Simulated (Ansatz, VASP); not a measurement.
This is a calculation of GaSb for Ansatz 0.2.0.

Contents of input.yaml:

```yaml
crystal:
  lattice:
    - [-2.753434, 2.753434, 1.590707]
    - [2.753434, -2.753434, 1.590707]
    - [2.753434, 2.753434, -1.590707]
  atoms:
    - { symbol: Sb, position: [0.0, 0.0, 0.0] }
    - { symbol: Ga, position: [0.75, 0.25, 0.5] }
kpoints:
  mp_grid: { grid: [10, 10, 10] }
scf:
  occupations: { method: fermi_dirac, width: 0.05 }
hamiltonian:
  xc: pbesol
  pseudopotentials: { kind: all_electron, lapw: { basis_error: 0.001 } }
output:
  forces: true
  stress: true
relax:
  f_tol: 0.005
  max_steps: 60
  cell: {}
```

Potentials or basis: all-electron LAPW, scalar-relativistic.

Command:

```console
$ ansatz run input.yaml --threads 1 --pin off --max-ram 3072MiB --backend cpu --events-out ev --progress --plain --runs-dir out
```

Q: Set up the same calculation for VASP 6.6.1. Potentials there: VASP PAW PBE potentials, release 64 (Sb, Ga_d).

A: As run (the cutoff follows the program's own potentials):

INCAR

```
SYSTEM = GaSb
PREC = Accurate ; ENCUT = 600
EDIFF = 1E-6 ; ISMEAR = -1
SIGMA = 0.05 ; LREAL = .FALSE.
LASPH = .TRUE. ; NELM = 100
ALGO = Normal ; ISIF = 3
LWAVE = .FALSE. ; LCHARG = .FALSE.
GGA = PS ; IBRION = 2
NSW = 80 ; EDIFFG = -0.005
```

KPOINTS

```
Automatic mesh
0
G
  10 10 10
  0 0 0
```

File POSCAR:

```
GaSb
1.0
   -2.7534340000      2.7534340000      1.5907070000
    2.7534340000     -2.7534340000      1.5907070000
    2.7534340000      2.7534340000     -1.5907070000
Sb Ga
1 1
Direct
    0.0000000000      0.0000000000      0.0000000000
    0.7500000000      0.2500000000      0.5000000000
```

Potentials or basis: VASP PAW PBE potentials, release 64 (Sb, Ga_d).

Launch:

```console
$ cat potpaw_PBE.64/Sb/POTCAR potpaw_PBE.64/Ga_d/POTCAR > POTCAR
$ mpirun -np 1 vasp_std > vasp.out
```

Both were run:

|  | VASP | Ansatz | Ansatz less VASP |
| --- | --- | --- | --- |
| relaxed volume (Å³/atom) | 22.88 | 22.86 | -0.020 |
| relaxed length of the cell vector where the two differ most in proportion (Å) | 4.145 | 4.143 | -0.0017 |

VASP's potentials were made for PBE, not for PBEsol. Ansatz ran all-electron here, and VASP with PAW potentials.

Neither program's run includes spin-orbit coupling.
